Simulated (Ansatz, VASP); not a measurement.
# Ag in VASP and in Ansatz

```
CELL_PARAMETERS angstrom
-1.65565 1.65565 1.78811
1.65565 -1.65565 1.78811
1.65565 1.65565 -1.78811
ATOMIC_POSITIONS crystal
Ag 0.00000 0.00000 0.00000
```

Change from the starting cell: strain +0.000 along x and y, +0.080 along z, atoms carried along.

Alike in both runs: task single point; functional PBEsol; k mesh 20 × 20 × 20; occupations gaussian, width 0.15 eV; no spin polarisation.

|  | VASP | Ansatz |
| --- | --- | --- |
| version | VASP 6.6.1 | Ansatz 0.2.0 |
| potentials or method | VASP PAW PBE potentials, release 64 (Ag), cutoff 520 eV | scalar-relativistic, plane waves, PAW |
| valence electrons in the cell | 11 | 19 |

Ansatz gave:

| Item | Value |
| --- | --- |
| gap on the k mesh at the Fermi level (eV) | none |
| pressure (GPa) | -11.5 |
| traceless stress, the component that is largest in VASP (GPa) | 0.63 |

Problem. Which values does VASP return?

Solution. gap on the k mesh at the Fermi level (eV): none; pressure (GPa): -11.5; traceless stress, the component that is largest in VASP (GPa): 0.62.

VASP's potentials were made for PBE, not for PBEsol. A gap of «none» marks a metal or a gap that the smearing closes. VASP's potentials hold 11 valence electrons a cell and Ansatz's 19, so a difference there can come from the potentials and not from the codes.
